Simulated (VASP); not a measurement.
Set up this calculation in VASP 6.6.1, as the native input.

```yaml
Task: relaxation of cell and atoms
Functional: PBE
Potentials_or_basis: VASP PAW PBE potentials, release 64 (Ti_sv, Si, Te)
Cutoff: 600 eV
k_mesh: 3 × 3 × 4
Occupations: gaussian, width 0.1 eV
Spin: no spin polarisation
Dipole_correction: no
Further_INCAR_settings: ALGO = Normal; EDIFF = 1e-06; IBRION = 2; EDIFFG = -0.04; NSW = 90; ISIF = 3
```

The structure of TiSiTe4 lies in POSCAR:

```
TiSiTe4
1.0
    6.1227632345      0.0000000000      0.0000000000
   -3.0613816173      5.3024685025      0.0000000000
    0.0000000000      0.0000000000      7.4526962986
Ti Si Te
1 1 4
Direct
    0.0000000000      0.0000000000      0.1596705591
    0.0000000000      0.0000000000      0.4813195029
    0.5000000000      0.0000000000      0.2668990922
    0.0000000000      0.5000000000      0.2668990922
    0.5000000000      0.5000000000      0.2668990922
    0.0000000000      0.0000000000      0.7973222313
```

The cell was built from a structure type or drawn by symmetry, and may not be a known phase.

The input as run:

INCAR

```
SYSTEM = TiSiTe4
  ALGO = Normal
  EDIFF = 1E-6
  EDIFFG = -0.04
  ENCUT = 600
  GGA = PE
  IBRION = 2
  ISIF = 3
  ISMEAR = 0
  LASPH = .TRUE.
  LCHARG = .FALSE.
  LREAL = .FALSE.
  LWAVE = .FALSE.
  NELM = 60
  NSW = 90
  PREC = Accurate
  SIGMA = 0.1
```

KPOINTS

```
k-points
0
G
  3 3 4
  0 0 0
```

Potentials or basis: VASP PAW PBE potentials, release 64 (Ti_sv, Si, Te).

Run with:

```bash
$ cat potpaw_PBE.64/Ti_sv/POTCAR potpaw_PBE.64/Si/POTCAR potpaw_PBE.64/Te/POTCAR > POTCAR
$ mpirun -np 1 vasp_std > vasp.out
```

Results of the run:

| Property | Result |
| --- | --- |
| Relaxed volume | 39.99 Å³/atom |
| Relaxed cell | a = 6.113 Å, b = 6.113 Å, c = 7.413 Å, α = 90.00°, β = 90.00°, γ = 120.00° |
| Space group after relaxing (to 0.1 Å) | P6mm (No. 183) |
| Energy gained by relaxing | 4.5 meV/atom |
| Ionic steps | 13 |
| Pressure after relaxing | 0.0 GPa |
| Largest force after relaxing | 0.036 eV/Å |
| Band gap on the k mesh | zero (bands 20 and 21 overlap by 0.84 eV) |

Caveat: the k points lie up to 0.40 Å⁻¹ apart in the final cell, too coarse for converged energies and pressures of a metal; spin-orbit coupling is left out, which moves the levels of the heavy elements.

Wall time 7.1 min on 1 thread of Intel(R) Xeon(R) 6975P-C (Granite Rapids) (shared host), peak memory 0.46 GiB.
